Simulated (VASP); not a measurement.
# SrTiO3 (Pm-3m) in VASP: a series of runs

Runs on SrTiO3. Level: r2SCAN+U. Tasks: single point.

Everything below comes from runs of VASP 6.6.1. Logs are shortened: lines on timing, memory, paths and dates and some standing lists are left out, and cuts for length are marked.

**1. The cell of the first run**

It takes space group Pm-3m (No. 221, cubic). Conventional cell: a = 3.658 Å, b = 3.658 Å, c = 3.658 Å, α = 90.00°, β = 90.00°, γ = 90.00°. Sr (site symmetry m-3m) has 12 O at 2.59 Å and 8 Ti at 3.17 Å within 3.4 Å. Within 2.4 Å of Ti (site symmetry m-3m) lie 6 O at 1.83 Å. O (site symmetry 4/mmm) has 2 Ti at 1.83 Å within 2.4 Å.

**2. Single point, r2SCAN+U**

The input, POSCAR:

```
SrTiO3
1.0
    3.6576949929      0.0000000000      0.0000000000
    0.0000000000      3.6576949929      0.0000000000
    0.0000000000      0.0000000000      3.6576949929
Sr Ti O
1 1 3
Direct
    0.0000000000      0.0000000000      0.0000000000
    0.5000000000      0.5000000000      0.5000000000
    0.5000000000      0.0000000000      0.5000000000
    0.5000000000      0.5000000000      0.0000000000
    0.0000000000      0.5000000000      0.5000000000
```

The input, INCAR.step1:

```
SYSTEM = SrTiO3
  PREC = Accurate
  ENCUT = 520
  ISMEAR = 0
  SIGMA = 0.02
  LREAL = .FALSE.
  LASPH = .TRUE.
  NELM = 150
  LMAXMIX = 4
  LDAU = .TRUE.
  LDAUTYPE = 2
  LDAUL = -1 2 -1
  LDAUU = 0 4 0
  LDAUJ = 0 0 0
  NBANDS = 28
  GGA = PE
  ALGO = Normal
  EDIFF = 1E-4
  LWAVE = .TRUE.
  LCHARG = .FALSE.
```

The input, INCAR.step2:

```
SYSTEM = SrTiO3
  PREC = Accurate
  ENCUT = 520
  EDIFF = 1E-6
  ISMEAR = 0
  SIGMA = 0.02
  LREAL = .FALSE.
  LASPH = .TRUE.
  NELM = 150
  ALGO = Normal
  ISIF = 2
  LWAVE = .FALSE.
  LCHARG = .TRUE.
  LMAXMIX = 4
  LDAU = .TRUE.
  LDAUTYPE = 2
  LDAUL = -1 2 -1
  LDAUU = 0 4 0
  LDAUJ = 0 0 0
  LDAUPRINT = 1
  METAGGA = R2SCAN
  LMIXTAU = .TRUE.
  LELF = .TRUE.
  LVHAR = .TRUE.
  NBANDS = 28
  ISTART = 1
```

The input, KPOINTS:

```
regular mesh
0
G
  6 6 6
  0 0 0
```

Potentials or basis: VASP PAW PBE potentials, release 64 (Sr_sv, Ti_sv, O).

On the command line:

```
> cat potpaw_PBE.64/Sr_sv/POTCAR potpaw_PBE.64/Ti_sv/POTCAR potpaw_PBE.64/O/POTCAR > POTCAR
> cp INCAR.step1 INCAR
> mpirun -np 1 vasp_std > vasp.out
> cp INCAR.step2 INCAR
> mpirun -np 1 vasp_std > vasp.out
```

OUTCAR:

```text
SYSTEM = SrTiO3
   PREC = Accurate
   ENCUT = 520
   EDIFF = 1E-6
   ISMEAR = 0
   LREAL = .FALSE.
   LASPH = .TRUE.
   NELM = 150
   ISIF = 2
   METAGGA = R2SCAN
   ISTART = 1

 ion  position               nearest neighbor table
   1  0.000  0.000  0.000-   3 2.59   4 2.59   5 2.59   3 2.59   5 2.59   4 2.59   5 2.59   5 2.59
                             3 2.59   4 2.59   3 2.59   4 2.59   2 3.17   2 3.17   2 3.17   2 3.17
   2  0.500  0.500  0.500-   3 1.83   4 1.83   5 1.83   4 1.83   3 1.83   5 1.83   1 3.17   1 3.17
                             1 3.17   1 3.17   1 3.17   1 3.17   1 3.17   1 3.17
   3  0.500  0.000  0.500-   2 1.83   2 1.83   1 2.59   1 2.59   1 2.59   1 2.59
   4  0.500  0.500  0.000-   2 1.83   2 1.83   1 2.59   1 2.59   1 2.59   1 2.59
   5  0.000  0.500  0.500-   2 1.83   2 1.83   1 2.59   1 2.59   1 2.59   1 2.59

  LATTYP: Found a simple cubic cell.
 ALAT       =     3.6576949929

  Lattice vectors:

 A1 = (   3.6576949929,   0.0000000000,   0.0000000000)
 A2 = (   0.0000000000,   3.6576949929,   0.0000000000)
 A3 = (   0.0000000000,   0.0000000000,   3.6576949929)

Analysis of symmetry for initial positions (statically):
=====================================================================
 Subroutine PRICEL returns:
 Original cell was already a primitive cell.

 Routine SETGRP: Setting up the symmetry group for a
 simple cubic supercell.

 Subroutine GETGRP returns: Found 48 space group operations
 (whereof 48 operations were pure point group operations)
 out of a pool of 48 trial point group operations.

The static configuration has the point symmetry O_h .

Analysis of symmetry for dynamics (positions and initial velocities):
=====================================================================
 Subroutine PRICEL returns:
 Original cell was already a primitive cell.

 Routine SETGRP: Setting up the symmetry group for a
 simple cubic supercell.

 Subroutine GETGRP returns: Found 48 space group operations
 (whereof 48 operations were pure point group operations)
[... 156 lines left out ...]
 -0.0000  0.0000  0.0000  0.0000  0.3109

spin component  2

  0.1105  0.0000 -0.0000  0.0000 -0.0000
  0.0000  0.1105 -0.0000 -0.0000  0.0000
 -0.0000 -0.0000  0.3109 -0.0000  0.0000
  0.0000 -0.0000 -0.0000  0.1105  0.0000
 -0.0000  0.0000  0.0000  0.0000  0.3109

 occupancies and eigenvectors

  o =  0.1105  v =  0.0000 -0.9984  0.0000  0.0560  0.0000  0.0000  0.0000  0.0000  0.0000  0.0000      0.0000  0.0000  0.0000  0.0000  0.0000  0.0000  0.0000  0.0000  0.0000  0.0000
  o =  0.1105  v =  0.0000  0.0000  0.0000  0.0000  0.0000  0.0000 -0.9984  0.0000  0.0560  0.0000      0.0000  0.0000  0.0000  0.0000  0.0000  0.0000  0.0000  0.0000  0.0000  0.0000
  o =  0.1105  v =  0.0000  0.0560 -0.0000  0.9984  0.0000  0.0000  0.0000  0.0000  0.0000  0.0000      0.0000  0.0000  0.0000  0.0000  0.0000  0.0000  0.0000  0.0000  0.0000  0.0000
  o =  0.1105  v =  0.0000  0.0000  0.0000  0.0000  0.0000  0.0000  0.0560 -0.0000  0.9984  0.0000      0.0000  0.0000  0.0000  0.0000  0.0000  0.0000  0.0000  0.0000  0.0000  0.0000
  o =  0.1105  v =  0.0000  0.0000  0.0000  0.0000  0.0000  1.0000  0.0000  0.0000  0.0000  0.0000      0.0000  0.0000  0.0000  0.0000  0.0000  0.0000  0.0000  0.0000  0.0000  0.0000
  o =  0.1105  v =  1.0000  0.0000  0.0000  0.0000  0.0000  0.0000  0.0000  0.0000  0.0000  0.0000      0.0000  0.0000  0.0000  0.0000  0.0000  0.0000  0.0000  0.0000  0.0000  0.0000
  o =  0.3109  v =  0.0000 -0.0000  0.0348  0.0000 -0.9994  0.0000  0.0000  0.0000  0.0000  0.0000      0.0000  0.0000  0.0000  0.0000  0.0000  0.0000  0.0000  0.0000  0.0000  0.0000
  o =  0.3109  v =  0.0000  0.0000  0.0000  0.0000  0.0000  0.0000 -0.0000  0.0348  0.0000 -0.9994      0.0000  0.0000  0.0000  0.0000  0.0000  0.0000  0.0000  0.0000  0.0000  0.0000
  o =  0.3109  v =  0.0000  0.0000  0.0000  0.0000  0.0000  0.0000  0.0000  0.9994  0.0000  0.0348      0.0000  0.0000  0.0000  0.0000  0.0000  0.0000  0.0000  0.0000  0.0000  0.0000
  o =  0.3109  v =  0.0000  0.0000  0.9994  0.0000  0.0348  0.0000  0.0000  0.0000  0.0000  0.0000      0.0000  0.0000  0.0000  0.0000  0.0000  0.0000  0.0000  0.0000  0.0000  0.0000

 number of electron      39.9999998 magnetization

 Free energy of the ion-electron system (eV)
  ---------------------------------------------------
  ext. energy  EPLUGINS =         0.00000000
  ---------------------------------------------------
  free energy    TOTEN  =       -58.62548175 eV

  energy without entropy =      -58.62548175  energy(sigma->0) =      -58.62548175

 E-fermi :   5.8130     XC(G=0): -13.1015

 val. band max:        5.7296544515   @ k =   0.5000   0.5000   0.5000
 cond. band min:       9.0390398129   @ k =   0.0000   0.0000   0.0000
 fundamental gap:      3.3093853614
 Fermi energy:         5.8130157614

 k-point     1 :       0.0000    0.0000    0.0000
  band No.  band energies     occupation
      1     -52.8448      2.00000
      2     -28.1788      2.00000
      3     -28.1788      2.00000
      4     -28.1788      2.00000
      5     -27.6123      2.00000
      6     -13.4590      2.00000
[... 609 lines left out ...]
     27      17.1584      0.00000
     28      17.1585      0.00000

------------------------ aborting loop because EDIFF is reached ----------------------------------------

  FORCE on cell =-STRESS in cart. coord.  units (eV):
  Direction    XX          YY          ZZ          XY          YZ          ZX
  --------------------------------------------------------------------------------------
  -------------------------------------------------------------------------------------
  Total       20.1016005     20.1016005     20.1016005      0.0000000     -0.0000000      0.0000000
  in kB      658.1407127    658.1407127    658.1407127      0.0000000     -0.0000000      0.0000000
  external PRESSURE =     658.1407127 kB  Pullay stress =       0.0000000 kB

 VOLUME and BASIS-vectors are now :
 -----------------------------------------------------------------------------
  energy-cutoff  :      520.00
  volume of cell :       48.94
      direct lattice vectors                 reciprocal lattice vectors
     3.657694993  0.000000000  0.000000000     0.273396224  0.000000000  0.000000000
     0.000000000  3.657694993  0.000000000     0.000000000  0.273396224  0.000000000
     0.000000000  0.000000000  3.657694993     0.000000000  0.000000000  0.273396224

 POSITION                                       TOTAL-FORCE (eV/Angst)
 -----------------------------------------------------------------------------------
      0.00000      0.00000      0.00000         0.000000      0.000000      0.000000
      1.82885      1.82885      1.82885         0.000000      0.000000      0.000000
      1.82885      0.00000      1.82885         0.000000      0.000000      0.000000
      1.82885      1.82885      0.00000         0.000000      0.000000      0.000000
      0.00000      1.82885      1.82885         0.000000      0.000000      0.000000
 -----------------------------------------------------------------------------------
    total drift:                                0.000000      0.000000      0.000000

  FREE ENERGIE OF THE ION-ELECTRON SYSTEM (eV)
  ---------------------------------------------------
  free  energy   TOTEN  =       -58.6254817526 eV

  energy  without entropy=      -58.6254817526  energy(sigma->0) =      -58.62548175
```

OSZICAR.step1:

```text
N       E                     dE             d eps       ncg     rms          rms(c)
DAV:   1     0.451118737038E+03    0.45112E+03   -0.21781E+04  1120   0.166E+03
DAV:   2    -0.222321924940E+01   -0.45334E+03   -0.43339E+03  1272   0.463E+02
DAV:   3    -0.436011373618E+02   -0.41378E+02   -0.41069E+02  1560   0.136E+02
DAV:   4    -0.454267700320E+02   -0.18256E+01   -0.18224E+01  1632   0.242E+01
DAV:   5    -0.454543644378E+02   -0.27594E-01   -0.27585E-01  1536   0.292E+00    0.375E+01
DAV:   6    -0.345766392397E+02    0.10878E+02   -0.47625E+01  1544   0.734E+01    0.225E+01
DAV:   7    -0.349805273068E+02   -0.40389E+00   -0.48546E+00  1396   0.134E+01    0.144E+01
DAV:   8    -0.350933701658E+02   -0.11284E+00   -0.94692E-01  1292   0.692E+00    0.304E+00
DAV:   9    -0.350627923609E+02    0.30578E-01   -0.17952E-01  1352   0.268E+00    0.754E-01
DAV:  10    -0.350680815696E+02   -0.52892E-02   -0.55411E-02  1364   0.293E+00    0.543E-01
DAV:  11    -0.350657681576E+02    0.23134E-02   -0.12812E-02  1412   0.155E+00    0.156E-01
DAV:  12    -0.350657976388E+02   -0.29481E-04   -0.17429E-03  1496   0.401E-01    0.161E-01
DAV:  13    -0.350657002396E+02    0.97399E-04   -0.43380E-04  1296   0.281E-01
   1 F= -.35065700E+02 E0= -.35065700E+02  d E =-.475965E-70
```

It took 94 s on 1 thread of AMD EPYC 7R13 (Zen 3), shared host; peak memory 0.15 GiB.

Results:

```yaml
Free_energy: -58.6255 eV
Pressure: 65.8 GPa
Band_gap_on_the_k_mesh: 3.31 eV (least direct gap 3.57 eV)
```

Eigenvalues of the final occupation matrices:
```
    site  spin  trace               eigenvalues
site 2 d     1   0.95  0.11 0.11 0.11 0.31 0.31
site 2 d     2   0.95  0.11 0.11 0.11 0.31 0.31
```

Caveat: the cell stands under pressure; the PAW data sets were made with another functional, which shifts forces and pressure a little. A k mesh can miss the band edges.

**3. Single point, r2SCAN+U**

POSCAR is that of step 2.

The input, INCAR.step1:

```
PREC = Accurate
ENCUT = 520
ISMEAR = 0
SIGMA = 0.02
LREAL = False
LASPH = True
NELM = 150
LMAXMIX = 4
LDAU = True
LDAUTYPE = 2
LDAUL = -1 2 -1
LDAUU = 0 4 0
LDAUJ = 0 0 0
NBANDS = 28
GGA = PE
ALGO = Normal
EDIFF = 1E-4
LWAVE = True
LCHARG = False
```

The input, INCAR.step2:

```
PREC = Accurate
ENCUT = 520
EDIFF = 1E-7
ISMEAR = 0
SIGMA = 0.02
LREAL = False
LASPH = True
NELM = 150
ALGO = Normal
ISIF = 2
LWAVE = False
LCHARG = False
LMAXMIX = 4
LDAU = True
LDAUTYPE = 2
LDAUL = -1 2 -1
LDAUU = 0 4 0
LDAUJ = 0 0 0
LDAUPRINT = 1
METAGGA = R2SCAN
LMIXTAU = True
NBANDS = 28
ISTART = 1
```

The input, KPOINTS:

```
Automatic mesh
0
Gamma
  6 6 6
```

Potentials or basis: VASP PAW PBE potentials, release 64 (Sr_sv, Ti_sv, O).

On the command line:

```
> cat potpaw_PBE.64/Sr_sv/POTCAR potpaw_PBE.64/Ti_sv/POTCAR potpaw_PBE.64/O/POTCAR > POTCAR
> cp INCAR.step1 INCAR
> mpirun -np 1 vasp_std > vasp.out
> cp INCAR.step2 INCAR
> mpirun -np 1 vasp_std > vasp.out
```

Run time: 100 s. Hardware: 1 thread of AMD EPYC 7R13 (Zen 3), shared host; peak memory 0.15 GiB.

The run converged. Its results:

```yaml
Free_energy: -58.6255 eV
Pressure: 65.8 GPa
Band_gap_on_the_k_mesh: 3.31 eV (least direct gap 3.57 eV)
```

Levels at points of the mesh, in eV from the valence-band top:
| k point | band 17 | band 18 | band 19 | band 20 | band 21 | band 22 | band 23 | band 24 |
| --- | --- | --- | --- | --- | --- | --- | --- | --- |
| (0.00, 0.00, 0.00) | -1.61 | -0.26 | -0.26 | -0.26 | 3.31 | 3.31 | 3.31 | 5.82 |
| (0.50, 0.00, 0.00) | -2.75 | -2.73 | -0.74 | -0.74 | 3.65 | 5.97 | 5.97 | 6.26 |
| (0.50, 0.50, 0.00) | -1.80 | -1.80 | -1.67 | -0.13 | 6.00 | 6.00 | 6.53 | 7.63 |
| (0.50, 0.50, 0.50) | -4.18 | 0.00 | 0.00 | 0.00 | 6.99 | 6.99 | 6.99 | 8.43 |

Eigenvalues of the final occupation matrices:
```csv
site,spin,trace,eigenvalues
site 2 d,1,0.95,0.11 0.11 0.11 0.31 0.31
site 2 d,2,0.95,0.11 0.11 0.11 0.31 0.31
```

Caveat: the cell stands under pressure; the PAW data sets were made with another functional, which shifts forces and pressure a little. A k mesh can miss the band edges.

(Continued in part 2 of 2.)
